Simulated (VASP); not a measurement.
Ga2GeO3: relaxation of cell and atoms with PBE

Ga2GeO3:

```
Ga Ge O
1.0
     5.03702    0.00000    0.00000
    -2.51851    4.36218    0.00000
     0.00000    0.00000    4.15045
Ga Ge O
2 1 3
Direct
  0.33333 0.66667 0.00000
  0.66667 0.33333 0.00000
  0.00000 0.00000 0.00000
  0.50000 0.00000 0.50000
  0.00000 0.50000 0.50000
  0.50000 0.50000 0.50000
```

The cell was generated, and may not be a known phase.

```json
{
  "Program": "VASP 6.6.1",
  "Task": "relaxation of cell and atoms",
  "Functional": "PBE",
  "Potentials or basis": "VASP PAW PBE potentials, release 64 (Ga_d, Ge_d, O)",
  "Cutoff": "600 eV",
  "k mesh": "6 × 6 × 4",
  "Occupations": "gaussian, width 0.1 eV",
  "Spin": "no spin polarisation",
  "Dipole correction": "no",
  "Further INCAR settings": "ALGO = Normal; EDIFF = 1e-06; IBRION = 2; EDIFFG = -0.04; NSW = 90; ISIF = 3"
}
```

| Property | Result |
| --- | --- |
| Relaxed volume | 12.11 Å³/atom |
| Relaxed cell | a = 5.565 Å, b = 5.565 Å, c = 2.711 Å, α = 90.00°, β = 90.00°, γ = 120.00° |
| Space group after relaxing (to 0.1 Å) | P6/mmm (No. 191) |
| Pressure after relaxing | 0.2 GPa |
| Band gap on the k mesh | zero (bands 29 and 30 overlap by 2.58 eV) |

Stress tensor (GPa, compression positive):
```
 0.47  0.00  0.00
 0.00  0.47  0.00
 0.00  0.00 -0.20
```

Final structure:
```
Ga Ge O
1.0
     5.56461    0.00000    0.00000
    -2.78230    4.81909    0.00000
     0.00000    0.00000    2.71052
Ga Ge O
2 1 3
Direct
  0.33333 0.66667 0.00000
  0.66667 0.33333 0.00000
  0.00000 0.00000 0.00000
  0.50000 0.00000 0.50000
  0.00000 0.50000 0.50000
  0.50000 0.50000 0.50000
```

Levels at points of the mesh, in eV from the Fermi level:
```tsv
k point	band 27	band 28	band 29	band 30	band 31	band 32
(0.00, 0.00, 0.00)	-2.99	-2.99	-1.97	0.85	0.85	3.33
(0.50, 0.00, 0.00)	-3.39	-2.99	-2.08	0.21	1.56	2.19
(0.00, 0.00, 0.50)	-3.18	-3.18	-2.65	-1.84	-0.15	-0.15
(0.50, 0.00, 0.50)	-3.86	-2.94	-2.02	0.15	0.86	1.47
```

It took 9.7 min on 1 thread of Intel(R) Xeon(R) 6975P-C (Granite Rapids), with other jobs on the host, peak memory 0.28 GiB.

Caveat: the k points lie up to 0.58 Å⁻¹ apart in the final cell, too coarse for converged energies and pressures of a metal; the volume moved by over 15 % at a fixed basis, so the end points are rough.
